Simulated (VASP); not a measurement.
Set up this calculation in VASP 6.6.1, as the native input.

```
Task                   : single point
Functional             : PBE
Dispersion             : D3(BJ)
Potentials or basis    : VASP PAW PBE potentials, release 64 (C)
Cutoff                 : 520 eV
k mesh                 : 7 × 11 × 3
Occupations            : gaussian, width 0.05 eV
Spin                   : no spin polarisation
Dipole correction      : no
Further INCAR settings : ALGO = Normal; EDIFF = 1e-06; NBANDS = 31
```

The structure of C lies in POSCAR:

```
C
1.0
    0.0000000000      1.4231463890     -3.3609366400
   -2.4649618524      0.0000000000      0.0000000000
    0.0000000000     11.9878904985      2.5382957270
C
10
Direct
    0.2350208237      1.4000000000      0.7081344776
    0.7413360096      0.4000000000      0.0544504475
    0.8647572131      0.9000000000      0.2178714550
   -0.0118215834      0.4000000000      0.3812924625
    0.1115996201      0.9000000000      0.5447134701
    0.7820851940      0.9000000000      0.1089705600
   -0.0944936025      0.4000000000      0.2723915676
    0.0289276010      0.9000000000      0.4358125751
    0.1523488046      0.4000000000      0.5992335826
    0.2757700081      0.9000000000      0.7626545901
```

This cell differs from its parent crystal: the part above a cut slid along it.

The input as run:

INCAR

```
SYSTEM = C
  PREC = Accurate
  ENCUT = 520
  EDIFF = 1E-6
  ISMEAR = 0
  SIGMA = 0.05
  LREAL = .FALSE.
  LASPH = .TRUE.
  NELM = 100
  ALGO = Normal
  ISIF = 2
  LWAVE = .FALSE.
  LCHARG = .TRUE.
  GGA = PE
  IVDW = 12
  LELF = .TRUE.
  LVHAR = .TRUE.
  NBANDS = 31
```

KPOINTS

```
regular mesh
0
G
  7 11 3
  0 0 0
```

Potentials or basis: VASP PAW PBE potentials, release 64 (C).

The run is started by

```bash
$ cat potpaw_PBE.64/C/POTCAR > POTCAR
$ mpirun -np 1 vasp_std > vasp.out
```

Results of the run:

```json
{
  "Pressure": "-0.7 GPa",
  "Largest force": "2.501 eV/Å",
  "Band gap on the k mesh": "zero (bands 20 and 21 overlap by 0.08 eV)",
  "Dispersion energy per atom": "-0.138 eV"
}
```

Caveat: the cell differs from its parent crystal (the part above a cut slid along it); forces of over 1 eV/Å act on the atoms, so gaps and moduli don't describe the material at rest.

It took 4.4 min on 1 thread of AMD EPYC 7R43 64-Core Processor (Zen 3), with other jobs on the host, peak memory 0.25 GiB.
